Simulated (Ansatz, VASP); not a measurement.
# Sb in VASP and in Ansatz

Contents of POSCAR:

```
Sb
1.0
    0.0000000000      2.3712425216      2.3712425216
    2.3712425216      0.0000000000      2.3712425216
    2.3712425216      2.3712425216      0.0000000000
Sb
1
Direct
    0.0000000000      0.0000000000      0.0000000000
```

The input INCAR.step1:

```
PREC     = Accurate       # precision mode
ENCUT    = 520            # plane-wave cutoff, eV
EDIFF    = 1E-5           # SCF threshold, eV
ISMEAR   = -1             # smearing method
SIGMA    = 0.05           # smearing width, eV
LREAL    = F              # projectors in reciprocal space
LASPH    = T              # aspherical terms in the spheres
NELM     = 60             # most SCF steps
ALGO     = Normal         # electronic algorithm
ISIF     = 2              # what is computed and relaxed
LWAVE    = T              # write WAVECAR
LCHARG   = F              # write CHGCAR
GGA      = PE             # functional
NBANDS   = 8              # bands
```

File INCAR.step2:

```
PREC     = Accurate       # precision mode
ENCUT    = 520            # plane-wave cutoff, eV
EDIFF    = 1E-6           # SCF threshold, eV
ISMEAR   = -1             # smearing method
SIGMA    = 0.05           # smearing width, eV
LREAL    = F              # projectors in reciprocal space
LASPH    = T              # aspherical terms in the spheres
NELM     = 60             # most SCF steps
ALGO     = Normal         # electronic algorithm
ISIF     = 2              # what is computed and relaxed
LWAVE    = F              # write WAVECAR
LCHARG   = F              # write CHGCAR
METAGGA  = R2SCAN         # meta-GGA
LHFCALC  = T              # exact exchange
AEXX     = 0.1            # exact-exchange fraction
LMIXTAU  = T            
PRECFOCK = Normal       
ISTART   = 1            
NBANDS   = 8              # bands
```

The input KPOINTS:

```
Automatic mesh
0
Gamma
  6 6 6
```

File input.yaml:

```yaml
crystal:
  lattice:
    - [0.0, 2.3712425216, 2.3712425216]
    - [2.3712425216, 0.0, 2.3712425216]
    - [2.3712425216, 2.3712425216, 0.0]
  atoms:
    - { symbol: Sb, position: [0.0, 0.0, 0.0] }
hamiltonian:
  xc: { exchange: r2scan, correlation: r2scan, exx: { coeff: 0.1 } }
  pseudopotentials: { kind: paw }
kpoints:
  mp_grid: { grid: [6, 6, 6] }
scf:
  occupations: { method: fermi_dirac, width: 0.05 }
output:
  forces: true
  stress: true
  eigenvalues: true
```

Alike in both runs: task single point; functional r2SCAN-based global hybrid; k mesh 6 × 6 × 6; occupations fermi-dirac, width 0.05 eV; no spin polarisation.

```csv
,VASP,Ansatz
version,VASP 6.6.1,Ansatz 0.2.0
potentials or method,"VASP PAW PBE potentials, release 64 (Sb)",Ansatz PAW
plane-wave cutoff (eV),520,500
valence electrons in the cell,5,15
```

|  | VASP | Ansatz | Ansatz less VASP |
| --- | --- | --- | --- |
| gap on the k mesh at the Fermi level (eV) | none | none | - |
| pressure (GPa) | -0.1 | 0.3 | +0.48 |

VASP's potentials were made for PBE, not for r2SCAN-based global hybrid. A gap of «none» marks a metal or a gap that the smearing closes. VASP's potentials hold 5 valence electrons a cell and Ansatz's 15, so a difference there can come from the potentials and not from the codes.

The k mesh is coarse, so the values compare programs but aren't converged. Spin-orbit coupling is off throughout.
